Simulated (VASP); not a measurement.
# Li2Se (Fm-3m) in VASP: further runs

The runs below take Li2Se through single point, relaxation of the atoms, with r2SCAN.

Program: VASP 6.6.1. These are calculated values, not measurements. Logs are shortened: lines on timing, memory, paths and dates and some standing lists are left out, and cuts for length are marked.

## (1) The cell of the first run

It takes space group Fm-3m (No. 225, cubic). The conventional cell has a = 5.952 Å, b = 5.952 Å, c = 5.952 Å, α = 90.00°, β = 90.00°, γ = 90.00°. Li (site symmetry -43m) has 4 Se at 2.58 Å and 6 Li at 2.98 Å within 3.4 Å. Within 3.4 Å of Se (site symmetry m-3m) lie 8 Li at 2.58 Å.

## (2) Single point, r2SCAN

Input file POSCAR:

```
Li2Se
1.0
    0.0000000000      2.9760442648      2.9760442648
    2.9760442648      0.0000000000      2.9760442648
    2.9760442648      2.9760442648      0.0000000000
Li Se
2 1
Direct
    0.7500000000      0.7500000000      0.7500000000
    0.2500000000      0.2500000000      0.2500000000
    0.0000000000      0.0000000000      0.0000000000
```

Input file INCAR.step1:

```
ALGO = Normal
EDIFF = 1E-5
ENCUT = 830
GGA = PE
GGA_COMPAT = F
ISMEAR = -1
LASPH = T
LCHARG = F
LREAL = F
LWAVE = T
NBANDS = 13
NELM = 120
PREC = Accurate
SIGMA = 0.03
```

Input file INCAR.step2:

```
ALGO = Normal
EDIFF = 1E-6
ENCUT = 830
GGA_COMPAT = F
ISIF = 2
ISMEAR = -1
ISTART = 1
LASPH = T
LCHARG = F
LMIXTAU = T
LREAL = F
LWAVE = F
METAGGA = R2SCAN
NBANDS = 13
NELM = 120
PREC = Accurate
SIGMA = 0.03
```

Input file KPOINTS:

```
k-points
0
Gamma
  8 8 8
```

Potentials or basis: VASP PAW PBE potentials, release 64 (Li_sv, Se).

Launch:

```sh
$ cat potpaw_PBE.64/Li_sv/POTCAR potpaw_PBE.64/Se/POTCAR > POTCAR
$ cp INCAR.step1 INCAR
$ mpirun -np 1 vasp_std > vasp.out
$ cp INCAR.step2 INCAR
$ mpirun -np 1 vasp_std > vasp.out
```

OUTCAR:

```text
EDIFF = 1E-6
   ENCUT = 830
   ISIF = 2
   ISMEAR = -1
   ISTART = 1
   LASPH = T
   LREAL = F
   METAGGA = R2SCAN
   NELM = 120
   PREC = Accurate

 ion  position               nearest neighbor table
   1  0.750  0.750  0.750-   3 2.58   3 2.58   3 2.58   3 2.58
   2  0.250  0.250  0.250-   3 2.58   3 2.58   3 2.58   3 2.58
   3  0.000  0.000  0.000-   1 2.58   1 2.58   1 2.58   1 2.58   2 2.58   2 2.58   2 2.58   2 2.58

  LATTYP: Found a face centered cubic cell.
 ALAT       =     5.9520885296

  Lattice vectors:

 A1 = (   0.0000000000,   2.9760442648,   2.9760442648)
 A2 = (   2.9760442648,   0.0000000000,   2.9760442648)
 A3 = (   2.9760442648,   2.9760442648,   0.0000000000)

Analysis of symmetry for initial positions (statically):
=====================================================================
 Subroutine PRICEL returns:
 Original cell was already a primitive cell.

 Routine SETGRP: Setting up the symmetry group for a
 face centered cubic supercell.

 Subroutine GETGRP returns: Found 48 space group operations
 (whereof 48 operations were pure point group operations)
 out of a pool of 48 trial point group operations.

The static configuration has the point symmetry O_h .

Analysis of symmetry for dynamics (positions and initial velocities):
=====================================================================
 Subroutine PRICEL returns:
 Original cell was already a primitive cell.

 Routine SETGRP: Setting up the symmetry group for a
 face centered cubic supercell.

 Subroutine GETGRP returns: Found 48 space group operations
 (whereof 48 operations were pure point group operations)
 out of a pool of 48 trial point group operations.

The dynamic configuration has the point symmetry O_h .

 Subroutine INISYM returns: Found 48 space group operations
 (whereof 48 operations are pure point group operations),
 and found     1 'primitive' translations

----------------------------------------------------------------------------------------

                                     Primitive cell

  volume of cell :      52.7167

  direct lattice vectors                    reciprocal lattice vectors
     0.000000000  2.976044265  2.976044265    -0.168008254  0.168008254  0.168008254
     2.976044265  0.000000000  2.976044265     0.168008254 -0.168008254  0.168008254
     2.976044265  2.976044265  0.000000000     0.168008254  0.168008254 -0.168008254

  length of vectors
     4.208762162  4.208762162  4.208762162     0.290998832  0.290998832  0.290998832

  position of ions in fractional coordinates (direct lattice)
     0.750000000  0.750000000  0.750000000
     0.250000000  0.250000000  0.250000000
     0.000000000  0.000000000  0.000000000

  ion indices of the primitive-cell ions
   primitive index   ion index
                 1           1
                 2           2
                 3           3

----------------------------------------------------------------------------------------

 KPOINTS: k-points

Automatic generation of k-mesh.
 Grid dimensions read from file:
 generate k-points for:    8    8    8

 Generating k-lattice:

  Cartesian coordinates                     Fractional coordinates (reciprocal lattice)
    -0.021001032  0.021001032  0.021001032     0.125000000  0.000000000  0.000000000
     0.021001032 -0.021001032  0.021001032     0.000000000  0.125000000  0.000000000
     0.021001032  0.021001032 -0.021001032     0.000000000  0.000000000  0.125000000

  Length of vectors
     0.036374854  0.036374854  0.036374854

  Shift w.r.t. Gamma in fractional coordinates (k-lattice)
     0.000000000  0.000000000  0.000000000

 Subroutine IBZKPT returns following result:
 ===========================================

 Found     29 irreducible k-points:

 Following reciprocal coordinates:
            Coordinates               Weight
  0.000000  0.000000  0.000000      1.000000
  0.125000  0.000000  0.000000      8.000000
  0.250000  0.000000  0.000000      8.000000
  0.375000  0.000000  0.000000      8.000000
  0.500000  0.000000  0.000000      4.000000
  0.125000  0.125000  0.000000      6.000000
[... 16 lines left out ...]
  0.500000  0.250000  0.125000     48.000000
 -0.375000  0.250000  0.125000     24.000000
 [... further k-points ...]
   k-points           NKPTS =     29   k-points in BZ     NKDIM =     29   number of bands    NBANDS=     13
   number of dos      NEDOS =    301   number of ions     NIONS =      3
   total plane-waves  NPLWV =  64000
   dimension x,y,z NGX =    40 NGY =   40 NGZ =   40
   dimension x,y,z NGXF=    80 NGYF=   80 NGZF=   80
   ions per type =               2   1
   NGX,Y,Z   is equivalent  to a cutoff of  15.80, 15.80, 15.80 a.u.
   NGXF,Y,Z  is equivalent  to a cutoff of  31.60, 31.60, 31.60 a.u.
 SYSTEM =  unknown system
   PREC   = accura    normal or accurate (medium, high low for compatibility)
   ISTART =      1    job   : 0-new  1-cont  2-samecut
   ICHARG =      0    charge: 1-file 2-atom 10-const
   ISPIN  =      1    spin polarized calculation?
   LNONCOLLINEAR =      F non collinear calculations
   LSORBIT =      F    spin-orbit coupling
   LASPH  =      T    aspherical Exc in radial PAW
   ENCUT  =  830.0 eV  61.00 Ry    7.81 a.u.   9.89  9.89  9.89*2*pi/ulx,y,z
   NELM   =    120;   NELMIN=  2; NELMDL=  0     # of ELM steps
   EDIFF  = 0.1E-05   stopping-criterion for ELM
   LREAL  =      F    real-space projection
   EDIFFG = 0.1E-04   stopping-criterion for IOM
   NSW    =      0    number of steps for IOM
   IBRION =     -1    ionic relax: 0-MD 1-quasi-New 2-CG
   NFREE  =      0    steps in history (QN), initial steepest desc. (CG)
   ISIF   =      2    stress and relaxation
   ISYM   =      2    0-nonsym 1-usesym 2-fastsym
   POTIM  = 0.5000    time-step for ionic-motion
   TEBEG  =    0.0;   TEEND  =   0.0 temperature during run
   PSTRESS=    0.0 pullay stress
   NELECT =      12.0000    total number of electrons
   NUPDOWN=      -1.0000    fix difference up-down
   EMIN   =  10.00;   EMAX   =-10.00  energy-range for DOS
   EFERMI =   0.00;   METHOD = LEGACY
   ISMEAR =    -1;   SIGMA  =   0.03  broadening in eV -4-tet -1-fermi 0-gaus
   EFERMI_NEDOS =   21; number of points for ismear=-14 and -15
   IALGO  =     38    algorithm
   IMIX   =      4    mixing-type and parameters
     AMIX     =   0.40;   BMIX     =  1.00
     AMIX_MAG =   1.60;   BMIX_MAG =  1.00
  volume/ion in A,a.u.               =      17.57       118.58
  Fermi-wavevector in a.u.,A,eV,Ry     =   0.999584  1.888939 13.594502  0.999168
  Thomas-Fermi vector in A             =   2.131884
   LORBIT       =      0    0 simple, 1 ext, 2 COOP (PROOUT), +10 PAW based schemes
   METAGGA = R2SCAN    functional components
   LHFCALC =     F    Hartree Fock is set to
   AEXX    =    0.0000 exact exchange contribution
   IVDW    =     0    specifies the selected vdW correction
   LEPSILON=     F    determine dielectric tensor
   LRPA    =     F    only Hartree local field effects (RPA)
 non-spin polarized calculation
  energy-cutoff  :      830.00
  volume of cell :       52.72
 maximum number of plane-waves:      2884
   NGX = 19   NGY = 19   NGZ = 19

 number of electron      12.0000000 magnetization

 Free energy of the ion-electron system (eV)
  ---------------------------------------------------
  ext. energy  EPLUGINS =         0.00000000
  ---------------------------------------------------
  free energy    TOTEN  =       -23.43820875 eV

  energy without entropy =      -23.43820875  energy(sigma->0) =      -23.43820875

 E-fermi :   1.5214     XC(G=0):  -8.7247

 val. band max:        0.8538637101   @ k =   0.0000   0.0000   0.0000
 cond. band min:       4.2974716978   @ k =   0.5000   0.5000   0.0000
 fundamental gap:      3.4436079877
 Fermi energy:         1.5214462265

 k-point     1 :       0.0000    0.0000    0.0000
  band No.  band energies     occupation
      1     -45.2610      2.00000
      2     -45.2354      2.00000
      3     -10.9882      2.00000
      4       0.8539      2.00000
      5       0.8539      2.00000
      6       0.8539      2.00000
      7       5.1111      0.00000
      8       7.1732      0.00000
      9       7.1732      0.00000
     10       7.1732      0.00000
     11      12.1134      0.00000
     12      12.1134      0.00000
     13      12.8606      0.00000

 k-point     2 :       0.1250    0.0000    0.0000
  band No.  band energies     occupation
      1     -45.2599      2.00000
      2     -45.2363      2.00000
      3     -10.9354      2.00000
      4       0.2142      2.00000
      5       0.7599      2.00000
      6       0.7599      2.00000
      7       5.5812      0.00000
      8       7.4155      0.00000
      9       7.4155      0.00000
     10       7.5751      0.00000
     11      10.9965      0.00000
     12      10.9965      0.00000
     13      12.9687      0.00000

 k-point     3 :       0.2500    0.0000    0.0000
  band No.  band energies     occupation
      1     -45.2570      2.00000
      2     -45.2389      2.00000
      3     -10.8010      2.00000
      4      -0.9214      2.00000
      5       0.5565      2.00000
      6       0.5565      2.00000
      7       6.2446      0.00000
      8       7.7255      0.00000
      9       7.7255      0.00000
     10       8.5493      0.00000
     11      10.6656      0.00000
     12      10.6656      0.00000
     13      13.3848      0.00000
[... 305 lines left out ...]
 k-point    23 :       0.5000    0.2500    0.1250
  band No.  band energies     occupation
      1     -45.2516      2.00000
      2     -45.2437      2.00000
      3     -10.5799      2.00000
      4      -1.5927      2.00000
      5      -0.4471      2.00000
      6       0.0489      2.00000
      7       6.6737      0.00000
      8       7.6523      0.00000
      9       8.9379      0.00000
     10       9.4710      0.00000
     11      11.0991      0.00000
     12      13.2510      0.00000
     13      14.9935      0.00000

 k-point    24 :      -0.3750    0.2500    0.1250
  band No.  band energies     occupation
      1     -45.2476      2.00000
      2     -45.2476      2.00000
      3     -10.5279      2.00000
      4      -1.8243      2.00000
      5      -0.4744      2.00000
      6      -0.1018      2.00000
      7       6.8300      0.00000
      8       7.4771      0.00000
      9       9.3444      0.00000
     10      10.1069      0.00000
     11      11.2422      0.00000
     12      12.6828      0.00000
     13      14.5348      0.00000

 [... further k-points ...]

------------------------ aborting loop because EDIFF is reached ----------------------------------------

  FORCE on cell =-STRESS in cart. coord.  units (eV):
  Direction    XX          YY          ZZ          XY          YZ          ZX
  --------------------------------------------------------------------------------------
  -------------------------------------------------------------------------------------
  Total        0.1683910      0.1683910      0.1683910      0.0000000     -0.0000000     -0.0000000
  in kB        5.1177756      5.1177756      5.1177756      0.0000000     -0.0000000     -0.0000000
  external PRESSURE =       5.1177756 kB  Pullay stress =       0.0000000 kB

 VOLUME and BASIS-vectors are now :
 -----------------------------------------------------------------------------
  energy-cutoff  :      830.00
  volume of cell :       52.72
      direct lattice vectors                 reciprocal lattice vectors
     0.000000000  2.976044265  2.976044265    -0.168008254  0.168008254  0.168008254
     2.976044265  0.000000000  2.976044265     0.168008254 -0.168008254  0.168008254
     2.976044265  2.976044265  0.000000000     0.168008254  0.168008254 -0.168008254

 POSITION                                       TOTAL-FORCE (eV/Angst)
 -----------------------------------------------------------------------------------
      4.46407      4.46407      4.46407         0.000000      0.000000      0.000000
      1.48802      1.48802      1.48802        -0.000000     -0.000000     -0.000000
      0.00000      0.00000      0.00000        -0.000000     -0.000000     -0.000000
 -----------------------------------------------------------------------------------
    total drift:                                0.000000     -0.000000      0.000000

  FREE ENERGIE OF THE ION-ELECTRON SYSTEM (eV)
  ---------------------------------------------------
  free  energy   TOTEN  =       -23.4382087461 eV

  energy  without entropy=      -23.4382087461  energy(sigma->0) =      -23.43820875
```

Run time: 73 s. Hardware: 1 thread of Intel Xeon 6975P-C (Granite Rapids), shared host; peak memory 0.27 GiB.

Results:

| Item | Value |
| --- | --- |
| Free energy | -23.4382 eV |
| Pressure | 0.5 GPa |
| Band gap on the k mesh | 3.44 eV (least direct gap 4.26 eV) |

Levels at points of the mesh, in eV from the valence-band top:
| k point | band 2 | band 3 | band 4 | band 5 | band 6 | band 7 | band 8 | band 9 | band 10 | band 11 |
| --- | --- | --- | --- | --- | --- | --- | --- | --- | --- | --- |
| (0.00, 0.00, 0.00) | -46.09 | -11.84 | 0.00 | 0.00 | 0.00 | 4.26 | 6.32 | 6.32 | 6.32 | 11.26 |
| (0.50, 0.00, 0.00) | -46.10 | -11.44 | -2.98 | -0.54 | -0.54 | 6.06 | 6.61 | 6.61 | 8.73 | 12.77 |
| (0.50, 0.50, 0.00) | -46.10 | -11.32 | -2.31 | -1.49 | -1.49 | 3.44 | 7.04 | 11.50 | 11.50 | 12.85 |

Caveat: the PAW data sets were made with another functional, which shifts forces and pressure a little.

[end of part 1 of 2]
